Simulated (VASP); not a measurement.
# Ta (Im-3m) in VASP: relaxation of cell and atoms with PBEsol

Aim: the relaxation of cell and atoms of Ta with PBEsol.

Everything below comes from runs of VASP 6.6.1. Logs are shortened: lines on timing, memory, paths and dates and some standing lists are left out, and cuts for length are marked.

## Step 1: The cell of the first run

Symmetry: Im-3m, No. 229, cubic system. Conventional cell: a = 3.284 Å, b = 3.284 Å, c = 3.284 Å, α = 90.00°, β = 90.00°, γ = 90.00°. Within 3.7 Å of Ta (site symmetry m-3m) lie 14 Ta at 2.84 to 3.28 Å.

## Step 2: Relaxation of cell and atoms, PBEsol, target pressure 3 GPa, at which the enthalpy is minimised

Contents of INCAR:

```
PREC = Accurate
ENCUT = 600
EDIFF = 1E-6
ISMEAR = -1
SIGMA = 0.15
LREAL = F
LASPH = T
NELM = 100
ALGO = Normal
ISIF = 3
LWAVE = F
LCHARG = F
GGA = PS
IBRION = 2
NSW = 80
EDIFFG = -0.001
PSTRESS = 30.0
```

Contents of KPOINTS:

```
Automatic mesh
0
Gamma
  20 20 20
```

Contents of POSCAR:

```
Ta
1.0
   -1.6418650284      1.6418650284      1.6418650284
    1.6418650284     -1.6418650284      1.6418650284
    1.6418650284      1.6418650284     -1.6418650284
Ta
1
Direct
    0.0000000000      0.0000000000      0.0000000000
```

Potentials or basis: VASP PAW PBE potentials, release 64 (Ta_pv).

Launch:

```bash
> cat potpaw_PBE.64/Ta_pv/POTCAR > POTCAR
> mpirun -np 1 vasp_std > vasp.out
```

OUTCAR:

```text
PREC = Accurate
   ENCUT = 600
   EDIFF = 1E-6
   ISMEAR = -1
   LREAL = F
   LASPH = T
   NELM = 100
   ISIF = 3
   GGA = PS
   IBRION = 2
   NSW = 80
   EDIFFG = -0.001
   PSTRESS = 30.0

 ion  position               nearest neighbor table
   1  0.000  0.000  0.000-

  LATTYP: Found a body centered cubic cell.
 ALAT       =     3.2837300568

  Lattice vectors:

 A1 = (  -1.6418650284,   1.6418650284,   1.6418650284)
 A2 = (   1.6418650284,  -1.6418650284,   1.6418650284)
 A3 = (   1.6418650284,   1.6418650284,  -1.6418650284)

Analysis of symmetry for initial positions (statically):
=====================================================================
 Subroutine PRICEL returns:
 Original cell was already a primitive cell.

 Routine SETGRP: Setting up the symmetry group for a
 body centered cubic supercell.

 Subroutine GETGRP returns: Found 48 space group operations
 (whereof 48 operations were pure point group operations)
 out of a pool of 48 trial point group operations.

The static configuration has the point symmetry O_h .

Analysis of symmetry for dynamics (positions and initial velocities):
=====================================================================
 Subroutine PRICEL returns:
 Original cell was already a primitive cell.

 Routine SETGRP: Setting up the symmetry group for a
 body centered cubic supercell.

 Subroutine GETGRP returns: Found 48 space group operations
 (whereof 48 operations were pure point group operations)
 out of a pool of 48 trial point group operations.

The dynamic configuration has the point symmetry O_h .

 Subroutine INISYM returns: Found 48 space group operations
 (whereof 48 operations are pure point group operations),
 and found     1 'primitive' translations

----------------------------------------------------------------------------------------

                                     Primitive cell

  volume of cell :      17.7040

  direct lattice vectors                    reciprocal lattice vectors
    -1.641865028  1.641865028  1.641865028     0.000000000  0.304531732  0.304531732
     1.641865028 -1.641865028  1.641865028     0.304531732  0.000000000  0.304531732
     1.641865028  1.641865028 -1.641865028     0.304531732  0.304531732  0.000000000

  length of vectors
[... 102 lines left out ...]
  Fermi-wavevector in a.u.,A,eV,Ry     =   1.396952  2.639857 26.551443  1.951476
  Thomas-Fermi vector in A             =   2.520256
   LORBIT       =      0    0 simple, 1 ext, 2 COOP (PROOUT), +10 PAW based schemes
   GGA     = PS    functional components
   LHFCALC =     F    Hartree Fock is set to
   AEXX    =    0.0000 exact exchange contribution
   IVDW    =     0    specifies the selected vdW correction
   LEPSILON=     F    determine dielectric tensor
   LRPA    =     F    only Hartree local field effects (RPA)
 conjugate gradient relaxation of ions
 non-spin polarized calculation
  energy-cutoff  :      600.00
  volume of cell :       17.70
 maximum number of plane-waves:       610
   NGX = 11   NGY = 11   NGZ = 11

--------------------------------------- Ionic step        1  -------------------------------------------

 number of electron      11.0000002 magnetization

 Free energy of the ion-electron system (eV)
  ---------------------------------------------------
  ext. energy  EPLUGINS =         0.00000000
  ---------------------------------------------------
  free energy    TOTEN  =       -12.59900525 eV

  energy without entropy =      -12.50599153  energy(sigma->0) =      -12.55249839

------------------------ aborting loop because EDIFF is reached ----------------------------------------

  FORCE on cell =-STRESS in cart. coord.  units (eV):
  Direction    XX          YY          ZZ          XY          YZ          ZX
  --------------------------------------------------------------------------------------
  -------------------------------------------------------------------------------------
  Total        0.0227605      0.0227605      0.0227605      0.0000000      0.0000000      0.0000000
  in kB        2.0597756      2.0597756      2.0597756      0.0000000      0.0000000      0.0000000
  external PRESSURE =     -27.9402244 kB  Pullay stress =      30.0000000 kB
[... 94 lines left out ...]
  energy  without entropy=      -12.5049053232  energy(sigma->0) =      -12.55083872

  enthalpy is  TOTEN    =       -12.2695356584 eV   P V=        0.3272364516

[... ionic steps 4 to 11 ...]

--------------------------------------- Ionic step       12  -------------------------------------------

 number of electron      11.0000001 magnetization

------------------------ aborting loop because EDIFF is reached ----------------------------------------
[... 69 lines left out ...]
--------------------------------------- Ionic step       14  -------------------------------------------

 number of electron      11.0000001 magnetization

 Free energy of the ion-electron system (eV)
  ---------------------------------------------------
  ext. energy  EPLUGINS =         0.00000000
  ---------------------------------------------------
  free energy    TOTEN  =       -12.59675396 eV

  energy without entropy =      -12.50489246  energy(sigma->0) =      -12.55082321

 E-fermi :   5.5912     XC(G=0): -12.8833

 val. band max:        5.5889479948   @ k =   0.3500   0.2000   0.0500
 cond. band min:       5.6014692646   @ k =  -0.3500   0.4000   0.0500
 fundamental gap:      0.0125212699
 Fermi energy:         5.5912308169

 k-point     1 :       0.0000    0.0000    0.0000
  band No.  band energies     occupation
      1     -27.3324      2.00000
      2     -27.3324      2.00000
      3     -27.3324      2.00000
      4      -2.4780      2.00000
      5       6.2879      0.01905
      6       6.2879      0.01905
      7       6.2879      0.01905
      8       9.6663      0.00000
      9       9.6663      0.00000
[... 265 lines left out ...]
 k-point    24 :       0.2500    0.1000    0.0000
  band No.  band energies     occupation
      1     -28.2250      2.00000
      2     -27.6249      2.00000
      3     -27.3841      2.00000
      4       0.7968      2.00000
      5       4.6029      1.99725
      6       5.1233      1.91540
      7       8.9393      0.00000
      8      10.3285      0.00000
      9      10.5688      0.00000

 [... further k-points ...]

------------------------ aborting loop because EDIFF is reached ----------------------------------------

  FORCE on cell =-STRESS in cart. coord.  units (eV):
  Direction    XX          YY          ZZ          XY          YZ          ZX
  --------------------------------------------------------------------------------------
  -------------------------------------------------------------------------------------
  Total        0.3267040      0.3267040      0.3267040      0.0000000     -0.0000000      0.0000000
  in kB       29.9528687     29.9528687     29.9528687      0.0000000     -0.0000000      0.0000000
  external PRESSURE =      -0.0471313 kB  Pullay stress =      30.0000000 kB
[... 20 lines left out ...]
  energy  without entropy=      -12.5048924552  energy(sigma->0) =      -12.55082321

  enthalpy is  TOTEN    =       -12.2695359201 eV   P V=        0.3272180368

 reached required accuracy - stopping structural energy minimisation
```

CONTCAR:

```text
Ta
   1.00000000000000
    -1.6347657253605365    1.6347657253605365    1.6347657253605365
     1.6347657253605365   -1.6347657253605365    1.6347657253605365
     1.6347657253605365    1.6347657253605365   -1.6347657253605365
  Ta
     1
Direct
     0.0000000000000000    0.0000000000000000    0.0000000000000000

  0.00000000E+00  0.00000000E+00  0.00000000E+00
```

It took 79 s on 1 thread of AMD EPYC 9R45 (Zen 5), shared host; peak memory 0.16 GiB.

What came out:

* Free energy: -12.5968 eV
* Relaxed volume: 17.48 Å³/atom
* Relaxed cell: a = 2.831 Å, b = 2.831 Å, c = 2.831 Å, α = 109.47°, β = 109.47°, γ = 109.47°
* Space group after relaxing (to 0.1 Å): Im-3m (No. 229)
* Energy change on relaxing (the run minimises the enthalpy): +2.3 meV/atom
* Ionic steps: 14
* Pressure after relaxing: 3.0 GPa
* Band gap on the k mesh: zero (an odd number of electrons rules out a gap without spin polarisation)

Step by step:
```tsv
step	energy change (eV)	largest force (eV/Å)	pressure (GPa)	volume (Å³)
1	0.0000	0.0000	0.21	17.70
2	0.0250	0.0000	10.43	16.92
3	0.0022	0.0000	2.97	17.48
4	0.0023	0.0000	3.02	17.47
5	0.0022	0.0000	2.99	17.48
6	0.0023	0.0000	2.94	17.47
7	0.0023	0.0000	2.96	17.47
8	0.0023	0.0000	3.01	17.47
9	0.0023	0.0000	3.03	17.47
10	0.0023	0.0000	3.03	17.47
11	0.0023	0.0000	3.03	17.47
12	0.0023	0.0000	3.02	17.47
13	0.0023	0.0000	3.02	17.47
14	0.0023	0.0000	3.00	17.48
```

Final structure:
```
Ta
1.0
    -1.63477    1.63477    1.63477
     1.63477   -1.63477    1.63477
     1.63477    1.63477   -1.63477
Ta
1
Direct
  0.00000 0.00000 0.00000
```

Levels at points of the mesh, in eV from the Fermi level:
```
           k point  band 2  band 3  band 4  band 5  band 6  band 7  band 8  band 9
(0.00, 0.00, 0.00)  -32.92  -32.92   -8.07    0.70    0.70    0.70    4.08    4.08
(0.50, 0.00, 0.00)  -33.34  -32.93   -4.55   -1.67    1.73    3.98    5.04    8.09
(0.50, 0.50, 0.50)  -33.83  -33.83   -4.02   -4.02    7.07    7.07    7.07    8.92
```

Caveat: the cell is relaxed towards a set pressure, so the run minimises the enthalpy, not the energy; the PAW data sets were made with another functional, which shifts forces and pressure a little; spin-orbit coupling is left out, which moves the levels of the heavy elements.
